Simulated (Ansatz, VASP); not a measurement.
Given: the input of a run of VASP 6.6.1 on AlN.

File INCAR:

```
  PREC = Accurate
  ENCUT = 520
  EDIFF = 1E-6
  ISMEAR = -1
  SIGMA = 0.05
  LREAL = False
  LASPH = True
  NELM = 80
  ALGO = Normal
  ISIF = 2
  LWAVE = False
  LCHARG = False
  GGA = PS
  NBANDS = 16
```

Contents of KPOINTS:

```
regular mesh
0
Gamma
  10 10 6
```

File POSCAR:

```
AlN
1.0
    3.1539652241      0.0000000000      0.0000000000
   -1.5769826120      2.7314140067      0.0000000000
    0.0000000000      0.0000000000      5.0465469904
Al N
2 2
Direct
    0.6666666667      0.3333333333      0.5000000000
    0.3333333333      0.6666666667      0.0000000000
    0.6666666667      0.3333333333      0.8800000000
    0.3333333333      0.6666666667      0.3800000000
```

Potentials or basis: VASP PAW PBE potentials, release 64 (Al, N).

Launch:

```bash
$ cat potpaw_PBE.64/Al/POTCAR potpaw_PBE.64/N/POTCAR > POTCAR
$ mpirun -np 1 vasp_std > vasp.out
```

Problem. Translate it to Ansatz 0.2.0. Potentials there: all-electron LAPW, scalar-relativistic.

Solution. As run (the cutoff follows the program's own potentials):

The input input.yaml:

```yaml
crystal:
  lattice:
    - [3.1539652241, 0.0, 0.0]
    - [-1.576982612, 2.7314140067, 0.0]
    - [0.0, 0.0, 5.0465469904]
  atoms:
    - { symbol: Al, position: [0.6666666667, 0.3333333333, 0.5] }
    - { symbol: Al, position: [0.3333333333, 0.6666666667, 0.0] }
    - { symbol: "N", position: [0.6666666667, 0.3333333333, 0.88] }
    - { symbol: "N", position: [0.3333333333, 0.6666666667, 0.38] }
kpoints:
  mp_grid: { grid: [10, 10, 6] }
scf:
  occupations: { method: fermi_dirac, width: 0.05 }
hamiltonian:
  xc: pbesol
  pseudopotentials: { kind: all_electron, lapw: { basis_error: 0.001 } }
output:
  forces: true
  stress: true
  eigenvalues: true
```

Potentials or basis: all-electron LAPW, scalar-relativistic.

Command:

```bash
$ ansatz run input.yaml --threads 2 --pin off --max-ram 8192MiB --backend cpu --events-out ev --progress --plain --runs-dir out
```

Both were run:

|  | VASP | Ansatz | Ansatz less VASP |
| --- | --- | --- | --- |
| gap on the k mesh at the Fermi level (eV) | 3.81 | 3.81 | -0.005 |
| least direct gap on the mesh (eV) | 3.81 | 3.81 | -0.005 |
| pressure (GPa) | -7.2 | -7.2 | -0.05 |
| traceless stress, the component that is largest in VASP (GPa) | 1.13 | 1.11 | -0.015 |
| rms of the force components (eV/Å) | 0.060 | 0.059 | -0.0010 |

VASP's potentials were made for PBE, not for PBEsol. Atom by atom the forces differ by 0.001 eV/Å (rms over components). Ansatz ran all-electron here, and VASP with PAW potentials.
